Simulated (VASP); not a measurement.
# Ta3N in VASP: a series of runs

The runs below take Ta3N through relaxation of the atoms, with PBE.

Program: VASP 6.6.1. These are calculated values, not measurements. Logs are shortened: lines on timing, memory, paths and dates and some standing lists are left out, and cuts for length are marked.

## (1) The cell of the first run

The cell holds a slab with vacuum, 4 atoms: a = 2.874 Å, b = 2.874 Å, c = 20.027 Å, α = 90.00°, β = 90.00°, γ = 109.47°.

## (2) Relaxation of the atoms, PBE

The input, INCAR:

```
PREC = Accurate
ENCUT = 520
EDIFF = 1E-7
ISMEAR = 0
SIGMA = 0.1
LREAL = False
LASPH = True
NELM = 80
ALGO = Normal
ISIF = 2
LWAVE = False
LCHARG = False
LDIPOL = True
IDIPOL = 3
DIPOL = 0.5 0.5 0.371
GGA = PE
IBRION = 2
NSW = 36
EDIFFG = -0.025
```

The input, KPOINTS:

```
Automatic mesh
0
Gamma
  10 10 1
```

The input, POSCAR:

```
Ta3N
1.0
    2.8743098524      0.0000000000      0.0000000000
   -0.9581032841      2.7099253172      0.0000000000
    0.0000000000      0.0000000000     20.0266897040
Ta N
3 1
Selective dynamics
Direct
    0.5000000000      0.5000000000      0.1997334587  F F F
    0.0000000000      0.0000000000      0.3127671377  F F F
    0.5000000000      0.5000000000      0.4257663064  F F F
    0.5000000000      0.5000000000      0.5466050489  F F T
```

Potentials or basis: VASP PAW PBE potentials, release 64 (Ta_pv, N).

The run is started by

```bash
> cat potpaw_PBE.64/Ta_pv/POTCAR potpaw_PBE.64/N/POTCAR > POTCAR
> mpirun -np 1 vasp_std > vasp.out
```

OUTCAR:

```text
PREC = Accurate
   ENCUT = 520
   EDIFF = 1E-7
   ISMEAR = 0
   LREAL = False
   LASPH = True
   NELM = 80
   ISIF = 2
   GGA = PE
   IBRION = 2
   NSW = 36
   EDIFFG = -0.025

 ion  position               nearest neighbor table
   1  0.500  0.500  0.200-   2 2.81   2 2.81   2 3.26   2 3.26
   2  0.000  0.000  0.313-   3 2.81   3 2.81   1 2.81   1 2.81   3 3.26   3 3.26   1 3.26   1 3.26

   3  0.500  0.500  0.426-   4 2.42   2 2.81   2 2.81   2 3.26   2 3.26
   4  0.500  0.500  0.547-   3 2.42

  LATTYP: Found a base centered orthorhombic cell.
 ALAT       =     3.3189671341
 B/A-ratio  =     1.4142135623
 C/A-ratio  =     6.0340126596

  Lattice vectors:

 A1 = (   2.8743098524,   0.0000000000,   0.0000000000)
 A2 = (  -0.9581032841,   2.7099253172,   0.0000000000)
 A3 = (   0.0000000000,   0.0000000000,  20.0266897040)

Analysis of symmetry for initial positions (statically):
=====================================================================
 Subroutine PRICEL returns:
 Original cell was already a primitive cell.

 Routine SETGRP: Setting up the symmetry group for a
 base centered orthorhombic supercell.

 Subroutine GETGRP returns: Found  4 space group operations
 (whereof  4 operations were pure point group operations)
 out of a pool of  8 trial point group operations.

The static configuration has the point symmetry C_2v.

Analysis of symmetry for dynamics (positions and initial velocities):
=====================================================================
 Subroutine PRICEL returns:
 Original cell was already a primitive cell.

 Routine SETGRP: Setting up the symmetry group for a
 base centered orthorhombic supercell.

 Subroutine GETGRP returns: Found  4 space group operations
 (whereof  4 operations were pure point group operations)
 out of a pool of  8 trial point group operations.

The dynamic configuration has the point symmetry C_2v.

Analysis of constrained symmetry for selective dynamics:
=====================================================================
 Subroutine PRICEL returns:
 Original cell was already a primitive cell.

 Routine SETGRP: Setting up the symmetry group for a
 base centered orthorhombic supercell.

 Subroutine GETGRP returns: Found  4 space group operations
 (whereof  4 operations were pure point group operations)
 out of a pool of  8 trial point group operations.

[... 131 lines left out ...]
   AEXX    =    0.0000 exact exchange contribution
   IVDW    =     0    specifies the selected vdW correction
   LEPSILON=     F    determine dielectric tensor
   LRPA    =     F    only Hartree local field effects (RPA)
 conjugate gradient relaxation of ions
 non-spin polarized calculation
 Gauss-broadening in eV      SIGMA  =   0.10
  energy-cutoff  :      520.00
  volume of cell :      155.99
 maximum number of plane-waves:      4238
 NGX is ok and might be reduce to    24
   NGX = 11   NGY = 11   NGZ = 75

--------------------------------------- Ionic step        1  -------------------------------------------

 number of electron      37.9999995 magnetization

 Free energy of the ion-electron system (eV)
  ---------------------------------------------------
  ext. energy  EPLUGINS =         0.00000000
  ---------------------------------------------------
  free energy    TOTEN  =       -37.70164328 eV

  energy without entropy =      -37.68130510  energy(sigma->0) =      -37.69147419

------------------------ aborting loop because EDIFF is reached ----------------------------------------

  FORCE on cell =-STRESS in cart. coord.  units (eV):
  Direction    XX          YY          ZZ          XY          YZ          ZX
  --------------------------------------------------------------------------------------
  -------------------------------------------------------------------------------------
  Total       -2.9581830     -2.5335655     -8.4709063      0.6004998      0.0000000      0.0000000
  in kB      -30.3833418    -26.0221178    -87.0042336      6.1677022      0.0000000      0.0000000
  external PRESSURE =     -47.8032311 kB  Pullay stress =       0.0000000 kB
[... 95 lines left out ...]
  FREE ENERGIE OF THE ION-ELECTRON SYSTEM (eV)
  ---------------------------------------------------
  free  energy   TOTEN  =       -39.3539919090 eV

  energy  without entropy=      -39.3351368881  energy(sigma->0) =      -39.34456440

 dipolmoment           0.000000      0.000000     -0.444436 electrons x Angstroem

[... ionic steps 4 to 15 ...]

--------------------------------------- Ionic step       16  -------------------------------------------

 number of electron      37.9999995 magnetization

------------------------ aborting loop because EDIFF is reached ----------------------------------------
[... 71 lines left out ...]
--------------------------------------- Ionic step       18  -------------------------------------------

 number of electron      37.9999995 magnetization

 dipolmoment           0.000000      0.000000      0.143370 electrons x Angstroem

 Free energy of the ion-electron system (eV)
  ---------------------------------------------------
  ext. energy  EPLUGINS =         0.00000000
  ---------------------------------------------------
  free energy    TOTEN  =       -39.55996628 eV

  energy without entropy =      -39.54513539  energy(sigma->0) =      -39.55255083

 E-fermi :  -1.8938     XC(G=0):  -5.9149

 val. band max:       -1.9024870202   @ k =  -0.3000   0.1000   0.0000
 cond. band min:      -1.8679423911   @ k =  -0.3000   0.3000   0.0000
 fundamental gap:      0.0345446292
 Fermi energy:        -1.8938314580

 k-point     1 :       0.0000    0.0000    0.0000
  band No.  band energies     occupation
      1     -36.2954      2.00000
      2     -35.7689      2.00000
      3     -35.6099      2.00000
      4     -35.3773      2.00000
      5     -35.3548      2.00000
      6     -35.2195      2.00000
[... 613 lines left out ...]
     22       0.4948      0.00000
     23       0.8287      0.00000

 [... further k-points ...]

------------------------ aborting loop because EDIFF is reached ----------------------------------------

 vacuum level on the upper side and lower side of the slab       (xc-potential included)         1.521        -1.818

  FORCE on cell =-STRESS in cart. coord.  units (eV):
  Direction    XX          YY          ZZ          XY          YZ          ZX
  --------------------------------------------------------------------------------------
  -------------------------------------------------------------------------------------
  Total        1.5206535      1.3167937      0.1311364     -0.2883013      0.0000000      0.0000000
  in kB       15.6185523     13.5247193      1.3468948     -2.9611271      0.0000000      0.0000000
  external PRESSURE =      10.1633888 kB  Pullay stress =       0.0000000 kB
[... 19 lines left out ...]
  FREE ENERGIE OF THE ION-ELECTRON SYSTEM (eV)
  ---------------------------------------------------
  free  energy   TOTEN  =       -39.5599662805 eV

  energy  without entropy=      -39.5451353862  energy(sigma->0) =      -39.55255083

 reached required accuracy - stopping structural energy minimisation

 vacuum level on the upper side and lower side of the slab         6.221         2.800
```

OSZICAR:

```text
N       E                     dE             d eps       ncg     rms          rms(c)
DAV:   1     0.289922743904E+03    0.28992E+03   -0.21456E+04  1794   0.146E+03
DAV:   2    -0.236463188695E+02   -0.31357E+03   -0.30998E+03  1664   0.368E+02
DAV:   3    -0.404407054999E+02   -0.16794E+02   -0.16353E+02  1926   0.720E+01
[... 239 lines left out ...]
DAV:   3    -0.395599671708E+02    0.13825E-03   -0.10937E-03  2246   0.143E-01    0.114E-02
DAV:   4    -0.395599670740E+02    0.96788E-07   -0.45652E-05  1910   0.441E-02    0.921E-03
DAV:   5    -0.395599663444E+02    0.72960E-06   -0.85493E-06  1924   0.182E-02    0.326E-03
DAV:   6    -0.395599662885E+02    0.55945E-07   -0.12540E-06  1645   0.811E-03    0.104E-03
DAV:   7    -0.395599662805E+02    0.79140E-08   -0.31666E-07  1350   0.510E-03
  18 F= -.39559966E+02 E0= -.39552551E+02  d E =-.346909E-04
```

Wall time 14 min (1 thread of Intel Xeon Platinum 8559C (Emerald Rapids), shared host); peak memory 0.34 GiB.

Results:

| Property | Result |
| --- | --- |
| Free energy | -39.5600 eV |
| Energy gained by relaxing | 464.6 meV/atom |
| Ionic steps | 18 |
| Band gap on the k mesh | zero (bands 19 and 20 overlap by 0.66 eV) |

Step by step:
```
step  energy change (eV)  largest force on free atoms (eV/Å)  pressure (GPa)
   1              0.0000                              3.7509           -4.78
   2             -0.6999                              3.8909           -4.13
   3             -1.6523                              3.8628            4.16
   4             -1.6330                              2.5446           -1.64
   5             -1.8333                              1.0226            0.08
   6             -1.8570                              0.2637            1.27
   7             -1.8583                              0.0523            0.99
   8             -1.8583                              0.0514            0.99
   9             -1.8583                              0.0478            1.00
  10             -1.8583                              0.0470            1.00
  11             -1.8583                              0.0472            1.00
  12             -1.8583                              0.0455            0.99
  13             -1.8583                              0.0468            1.00
  14             -1.8583                              0.0461            1.00
  15             -1.8583                              0.0447            1.00
  16             -1.8583                              0.0418            1.00
  17             -1.8583                              0.0353            1.01
  18             -1.8583                              0.0234            1.02
```

Final structure:
```yaml
crystal:
  lattice:
    - [2.87431, 0.00000, 0.00000]
    - [-0.95810, 2.70993, 0.00000]
    - [0.00000, 0.00000, 20.02669]
  atoms:
    - { symbol: Ta, position: [0.50000, 0.50000, 0.19973] }
    - { symbol: Ta, position: [0.00000, 0.00000, 0.31277] }
    - { symbol: Ta, position: [0.50000, 0.50000, 0.42577] }
    - { symbol: N, position: [0.50000, 0.50000, 0.51631] }
```

Levels at points of the mesh, in eV from the Fermi level:
```csv
k point,band 15,band 16,band 17,band 18,band 19,band 20,band 21,band 22,band 23
"(0.00, 0.00, 0.00)",-1.54,-0.56,-0.19,-0.13,0.37,0.53,0.66,1.48,1.78
"(0.50, 0.00, 0.00)",-1.84,-1.51,-0.91,-0.47,0.21,0.98,1.32,3.09,3.50
"(0.50, 0.50, 0.00)",-2.72,-1.79,-0.77,-0.76,-0.45,1.99,2.28,2.54,3.58
```

Caveat: spin-orbit coupling is left out, which moves the levels of the heavy elements.

## (3) Relaxation of the atoms, PBE

The input, INCAR:

```
SYSTEM = Ta3N
  PREC = Accurate
  ENCUT = 520
  EDIFF = 1E-6
  ISMEAR = 0
  SIGMA = 0.1
  LREAL = .FALSE.
  LASPH = .TRUE.
  NELM = 100
  ALGO = Normal
  ISIF = 2
  LWAVE = .FALSE.
  LCHARG = .FALSE.
  LDIPOL = .TRUE.
  IDIPOL = 3
  DIPOL = 0.5 0.5 0.357
  GGA = PE
  IBRION = 2
  NSW = 36
  EDIFFG = -0.025
```

The input, KPOINTS:

```
regular mesh
0
G
  10 10 1
  0 0 0
```

POSCAR: that of step 2 with these lines changed.

```diff
@@ -12,2 +12,2 @@
     0.5000000000      0.5000000000      0.4257663064  F F F
-    0.5000000000      0.5000000000      0.5466050489  F F T
+    1.0000000000      1.0000000000      0.4886823458  F F T
```

Potentials or basis: VASP PAW PBE potentials, release 64 (Ta_pv, N).

The run is started by

```bash
> cat potpaw_PBE.64/Ta_pv/POTCAR potpaw_PBE.64/N/POTCAR > POTCAR
> mpirun -np 1 vasp_std > vasp.out
```

It took 14 min on 1 thread of Intel Xeon 8259CL, shared host; peak memory 0.35 GiB.

It converged, with:

```
Free energy               : -42.7414 eV
Energy gained by relaxing : 98.1 meV/atom
Ionic steps               : 3
Band gap on the k mesh    : zero (bands 19 and 20 overlap by 1.82 eV)
```

The path:
| step | energy change (eV) | largest force on free atoms (eV/Å) | pressure (GPa) |
| --- | --- | --- | --- |
| 1 | 0.0000 | 2.9537 | -1.16 |
| 2 | -0.3183 | 1.4202 | 0.85 |
| 3 | -0.3924 | 0.0171 | 2.56 |

Final structure:
```
Ta N
1.0
     2.87431    0.00000    0.00000
    -0.95810    2.70993    0.00000
     0.00000    0.00000   20.02669
Ta N
3 1
Direct
  0.50000 0.50000 0.19973
  0.00000 0.00000 0.31277
  0.50000 0.50000 0.42577
  0.00000 0.00000 0.47654
```

Levels at points of the mesh, in eV from the Fermi level:
```
           k point  band 16  band 17  band 18  band 19  band 20  band 21  band 22  band 23
(0.00, 0.00, 0.00)    -1.30    -1.13    -0.70    -0.16     0.09     0.35     0.95     1.43
(0.50, 0.00, 0.00)    -1.76    -1.49    -0.84    -0.33     0.93     1.00     2.61     3.15
(0.50, 0.50, 0.00)    -3.28    -1.37    -0.70     1.46     1.82     2.14     2.53     4.44
```

Caveat: spin-orbit coupling is left out, which moves the levels of the heavy elements.

The gap in the log of VASP goes by the Fermi energy; the results here count the filled bands.